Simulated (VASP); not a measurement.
# K2Pt (Fm-3m) in VASP: single point with LDA

Aim: the single point of K2Pt with LDA.

Everything below comes from runs of VASP 6.6.1. Logs are shortened: lines on timing, memory, paths and dates and some standing lists are left out, and cuts for length are marked.

## 1. The cell of the first run

Symmetry: Fm-3m, No. 225, cubic system. Conventional cell: a = 7.563 Å, b = 7.563 Å, c = 7.563 Å, α = 90.00°, β = 90.00°, γ = 90.00°. Within 4.3 Å of K (site symmetry -43m) lie 4 Pt at 3.27 Å and 6 K at 3.78 Å. Pt (site symmetry m-3m) has 8 K at 3.27 Å within 4.3 Å.

## 2. Single point, LDA

INCAR reads:

```
PREC = Accurate
ENCUT = 500
EDIFF = 1E-6
ISMEAR = 0
SIGMA = 0.1
LREAL = F
LASPH = T
NELM = 120
ALGO = Normal
ISIF = 2
LWAVE = F
LCHARG = F
NBANDS = 21
GGA_COMPAT = F
```

KPOINTS reads:

```
Automatic mesh
0
Gamma
  4 4 4
```

POSCAR reads:

```
K2Pt
1.0
    0.0000000000      3.7814631400      3.7814631400
    3.7814631400      0.0000000000      3.7814631400
    3.7814631400      3.7814631400      0.0000000000
K Pt
2 1
Direct
    0.7500000000      0.7500000000      0.7500000000
    0.2500000000      0.2500000000      0.2500000000
    0.0000000000      0.0000000000      0.0000000000
```

Potentials or basis: VASP PAW LDA potentials, release 64 (K_sv, Pt).

Command:

```console
cat potpaw_LDA.64/K_sv/POTCAR potpaw_LDA.64/Pt/POTCAR > POTCAR
mpirun -np 1 vasp_std > vasp.out
```

OUTCAR:

```text
PREC = Accurate
   ENCUT = 500
   EDIFF = 1E-6
   ISMEAR = 0
   LREAL = F
   LASPH = T
   NELM = 120
   ISIF = 2

 ion  position               nearest neighbor table
   1  0.750  0.750  0.750-   3 3.27   3 3.27   3 3.27   3 3.27   2 3.78   2 3.78   2 3.78   2 3.78
                             2 3.78   2 3.78
   2  0.250  0.250  0.250-   3 3.27   3 3.27   3 3.27   3 3.27   1 3.78   1 3.78   1 3.78   1 3.78
                             1 3.78   1 3.78
   3  0.000  0.000  0.000-   1 3.27   2 3.27   1 3.27   1 3.27   1 3.27   2 3.27   2 3.27   2 3.27

  LATTYP: Found a face centered cubic cell.
 ALAT       =     7.5629262800

  Lattice vectors:

 A1 = (   0.0000000000,   3.7814631400,   3.7814631400)
 A2 = (   3.7814631400,   0.0000000000,   3.7814631400)
 A3 = (   3.7814631400,   3.7814631400,   0.0000000000)

Analysis of symmetry for initial positions (statically):
=====================================================================
 Subroutine PRICEL returns:
 Original cell was already a primitive cell.

 Routine SETGRP: Setting up the symmetry group for a
 face centered cubic supercell.

 Subroutine GETGRP returns: Found 48 space group operations
 (whereof 48 operations were pure point group operations)
 out of a pool of 48 trial point group operations.

The static configuration has the point symmetry O_h .

Analysis of symmetry for dynamics (positions and initial velocities):
=====================================================================
 Subroutine PRICEL returns:
 Original cell was already a primitive cell.

 Routine SETGRP: Setting up the symmetry group for a
 face centered cubic supercell.

 Subroutine GETGRP returns: Found 48 space group operations
 (whereof 48 operations were pure point group operations)
 out of a pool of 48 trial point group operations.

The dynamic configuration has the point symmetry O_h .

 Subroutine INISYM returns: Found 48 space group operations
 (whereof 48 operations are pure point group operations),
 and found     1 'primitive' translations

----------------------------------------------------------------------------------------

                                     Primitive cell

  volume of cell :     108.1458

  direct lattice vectors                    reciprocal lattice vectors
[... 67 lines left out ...]
   LNONCOLLINEAR =      F non collinear calculations
   LSORBIT =      F    spin-orbit coupling
   LASPH  =      T    aspherical Exc in radial PAW
   ENCUT  =  500.0 eV  36.75 Ry    6.06 a.u.   9.75  9.75  9.75*2*pi/ulx,y,z
   NELM   =    120;   NELMIN=  2; NELMDL= -5     # of ELM steps
   EDIFF  = 0.1E-05   stopping-criterion for ELM
   LREAL  =      F    real-space projection
   EDIFFG = 0.1E-04   stopping-criterion for IOM
   NSW    =      0    number of steps for IOM
   IBRION =     -1    ionic relax: 0-MD 1-quasi-New 2-CG
   NFREE  =      0    steps in history (QN), initial steepest desc. (CG)
   ISIF   =      2    stress and relaxation
   ISYM   =      2    0-nonsym 1-usesym 2-fastsym
   POTIM  = 0.5000    time-step for ionic-motion
   TEBEG  =    0.0;   TEEND  =   0.0 temperature during run
   PSTRESS=    0.0 pullay stress
   NELECT =      28.0000    total number of electrons
   NUPDOWN=      -1.0000    fix difference up-down
   EMIN   =  10.00;   EMAX   =-10.00  energy-range for DOS
   EFERMI =   0.00;   METHOD = LEGACY
   ISMEAR =     0;   SIGMA  =   0.10  broadening in eV -4-tet -1-fermi 0-gaus
   EFERMI_NEDOS =   21; number of points for ismear=-14 and -15
   IALGO  =     38    algorithm
   IMIX   =      4    mixing-type and parameters
     AMIX     =   0.40;   BMIX     =  1.00
     AMIX_MAG =   1.60;   BMIX_MAG =  1.00
  volume/ion in A,a.u.               =      36.05       243.27
  Fermi-wavevector in a.u.,A,eV,Ry     =   1.043416  1.971771 14.812903  1.088718
  Thomas-Fermi vector in A             =   2.178125
   LORBIT       =      0    0 simple, 1 ext, 2 COOP (PROOUT), +10 PAW based schemes
   GGA     = CA    functional components
   LHFCALC =     F    Hartree Fock is set to
   AEXX    =    0.0000 exact exchange contribution
   IVDW    =     0    specifies the selected vdW correction
   LEPSILON=     F    determine dielectric tensor
   LRPA    =     F    only Hartree local field effects (RPA)
 non-spin polarized calculation
 Gauss-broadening in eV      SIGMA  =   0.10
  energy-cutoff  :      500.00
  volume of cell :      108.15
 maximum number of plane-waves:      2778
 NGX is ok and might be reduce to    40
   NGX = 19   NGY = 19   NGZ = 19

 number of electron      28.0000005 magnetization

 Free energy of the ion-electron system (eV)
  ---------------------------------------------------
  ext. energy  EPLUGINS =         0.00000000
  ---------------------------------------------------
  free energy    TOTEN  =        -9.45171801 eV

  energy without entropy =       -9.45171801  energy(sigma->0) =       -9.45171801

 E-fermi :   0.5318     XC(G=0):  -8.0251

 val. band max:        0.0663625714   @ k =   0.5000   0.5000   0.0000
 cond. band min:       1.3811941333   @ k =   0.5000   0.0000   0.0000
 fundamental gap:      1.3148315620
 Fermi energy:         0.5317584403

 k-point     1 :       0.0000    0.0000    0.0000
  band No.  band energies     occupation
      1     -29.2673      2.00000
      2     -29.1968      2.00000
      3     -13.1124      2.00000
      4     -13.1124      2.00000
      5     -13.1124      2.00000
      6     -12.8806      2.00000
[... 181 lines left out ...]
     20       6.1893      0.00000
     21       6.6084      0.00000

------------------------ aborting loop because EDIFF is reached ----------------------------------------

  FORCE on cell =-STRESS in cart. coord.  units (eV):
  Direction    XX          YY          ZZ          XY          YZ          ZX
  --------------------------------------------------------------------------------------
  -------------------------------------------------------------------------------------
  Total       -1.2134523     -1.2134523     -1.2134523     -0.0000000      0.0000000     -0.0000000
  in kB      -17.9772678    -17.9772678    -17.9772678     -0.0000000      0.0000000     -0.0000000
  external PRESSURE =     -17.9772678 kB  Pullay stress =       0.0000000 kB

 VOLUME and BASIS-vectors are now :
 -----------------------------------------------------------------------------
  energy-cutoff  :      500.00
  volume of cell :      108.15
      direct lattice vectors                 reciprocal lattice vectors
     0.000000000  3.781463140  3.781463140    -0.132223952  0.132223952  0.132223952
     3.781463140  0.000000000  3.781463140     0.132223952 -0.132223952  0.132223952
     3.781463140  3.781463140  0.000000000     0.132223952  0.132223952 -0.132223952

 POSITION                                       TOTAL-FORCE (eV/Angst)
 -----------------------------------------------------------------------------------
      5.67219      5.67219      5.67219        -0.000000     -0.000000      0.000000
      1.89073      1.89073      1.89073         0.000000      0.000000     -0.000000
      0.00000      0.00000      0.00000        -0.000000      0.000000      0.000000
 -----------------------------------------------------------------------------------
    total drift:                               -0.000000     -0.000000      0.000000

  FREE ENERGIE OF THE ION-ELECTRON SYSTEM (eV)
  ---------------------------------------------------
  free  energy   TOTEN  =        -9.4517180050 eV

  energy  without entropy=       -9.4517180050  energy(sigma->0) =       -9.45171801
```

OSZICAR:

```text
N       E                     dE             d eps       ncg     rms          rms(c)
DAV:   1     0.189337485463E+03    0.18934E+03   -0.12324E+04   344   0.113E+03
DAV:   2     0.406866731800E+01   -0.18527E+03   -0.17599E+03   384   0.336E+02
DAV:   3    -0.959004116854E+01   -0.13659E+02   -0.13519E+02   571   0.693E+01
DAV:   4    -0.101091110525E+02   -0.51907E+00   -0.51810E+00   504   0.125E+01
DAV:   5    -0.101266616331E+02   -0.17551E-01   -0.17550E-01   476   0.135E+00    0.568E+00
DAV:   6    -0.956684176540E+01    0.55982E+00   -0.21828E+00   371   0.569E+00    0.525E+00
DAV:   7    -0.949045196352E+01    0.76390E-01   -0.25777E-01   542   0.243E+00    0.321E+00
DAV:   8    -0.944975264181E+01    0.40699E-01   -0.10166E-01   366   0.160E+00    0.434E-01
DAV:   9    -0.945101229208E+01   -0.12597E-02   -0.74266E-03   489   0.383E-01    0.192E-01
DAV:  10    -0.945157477959E+01   -0.56249E-03   -0.46977E-04   376   0.129E-01    0.488E-02
DAV:  11    -0.945171220949E+01   -0.13743E-03   -0.24910E-04   455   0.727E-02    0.285E-02
DAV:  12    -0.945171830867E+01   -0.60992E-05   -0.62949E-05   341   0.283E-02    0.993E-03
DAV:  13    -0.945171902259E+01   -0.71392E-06   -0.25590E-05   355   0.194E-02    0.471E-03
DAV:  14    -0.945171800906E+01    0.10135E-05   -0.38028E-06   332   0.765E-03    0.127E-03
DAV:  15    -0.945171800505E+01    0.40095E-08   -0.18164E-07   233   0.187E-03
   1 F= -.94517180E+01 E0= -.94517180E+01  d E =-.108747E-11
```

stdout:

```text
POSCAR found type information on POSCAR K Pt
 POSCAR found :  2 types and       3 ions
 scaLAPACK will be used
 LDA part: xc-table for (Slater(with rela. corr.)+CA(PZ))
 , standard interpolation
 POSCAR, INCAR and KPOINTS ok, starting setup
 FFT: planning ... GRIDC
 FFT: planning ... GRID_SOFT
 FFT: planning ... GRID
 WAVECAR not read
 entering main loop
```

Wall time 32 s (1 thread of Intel Xeon 8259CL, shared host); peak memory 0.2 GiB.

What came out:

| Item | Value |
| --- | --- |
| Free energy | -9.4517 eV |
| Pressure | -1.8 GPa |
| Band gap on the k mesh | 1.31 eV (least direct gap 1.39 eV) |

Caveat: spin-orbit coupling is left out, which moves the levels of the heavy elements. A k mesh can miss the band edges.
